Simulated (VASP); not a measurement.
Write the native input for VASP 6.6.1 that does the following.

```
Task                   : relaxation of cell and atoms
Functional             : PBE
Potentials or basis    : VASP PAW PBE potentials, release 64 (Tm_3, I), 4f in core
Cutoff                 : 500 eV
k mesh                 : 6 × 6 × 6
Occupations            : gaussian, width 0.1 eV
Spin                   : no spin polarisation
Dipole correction      : no
Further INCAR settings : ALGO = Normal; EDIFF = 1e-07; IBRION = 2; EDIFFG = -0.01; NSW = 100; ISIF = 3
```

The structure of Tm2I3 lies in POSCAR:

```
Tm2I3
1.0
    5.9145395769      0.0000000000      0.0000000000
    0.0000000000      5.9145395769      0.0000000000
    0.0000000000      0.0000000000      5.9145395769
Tm I
2 3
Direct
    0.5000000000      0.5000000000      0.5000000000
    0.0000000000      0.0000000000      0.0000000000
    0.5000000000      0.0000000000      0.0000000000
    0.0000000000      0.5000000000      0.0000000000
    0.0000000000      0.0000000000      0.5000000000
```

The cell was generated, and may not be a known phase.

One way to write it, as run:

INCAR

```
ALGO     = Normal         # electronic algorithm
EDIFF    = 1E-7           # SCF threshold, eV
EDIFFG   = -0.01          # ionic threshold
ENCUT    = 500            # plane-wave cutoff, eV
GGA      = PE             # functional
GGA_COMPAT= F            
IBRION   = 2              # ionic algorithm
ISIF     = 3              # what is computed and relaxed
ISMEAR   = 0              # smearing method
LASPH    = T              # aspherical terms in the spheres
LCHARG   = F              # write CHGCAR
LMAXMIX  = 6              # l up to which the mixer works
LREAL    = F              # projectors in reciprocal space
LWAVE    = F              # write WAVECAR
NELM     = 200            # most SCF steps
NELMIN   = 4            
NSW      = 100            # ionic steps
PREC     = Accurate       # precision mode
SIGMA    = 0.1            # smearing width, eV
```

KPOINTS

```
k-points
0
Gamma
  6 6 6
```

Potentials or basis: VASP PAW PBE potentials, release 64 (Tm_3, I), 4f in core.

Command:

```console
$ cat potpaw_PBE.64/Tm_3/POTCAR potpaw_PBE.64/I/POTCAR > POTCAR
$ mpirun -np 1 vasp_std > vasp.out
```

Results of the run:

| Quantity | Value |
| --- | --- |
| Relaxed volume | 41.57 Å³/atom |
| Relaxed cell | a = 5.924 Å, b = 5.924 Å, c = 5.924 Å, α = 90.00°, β = 90.00°, γ = 90.00° |
| Space group after relaxing (to 0.1 Å) | Pm-3m (No. 221) |
| Energy gained by relaxing | 0.1 meV/atom |
| Ionic steps | 2 |
| Pressure after relaxing | 0.0 GPa |

Caveat: the highest band is partly filled, so the run has too few bands; the run has no spin polarisation, though such a crystal can be magnetic.

Run time: 3.7 min on 1 thread of Intel(R) Xeon(R) 6975P-C (Granite Rapids), with other jobs on the host, peak memory 0.38 GiB.
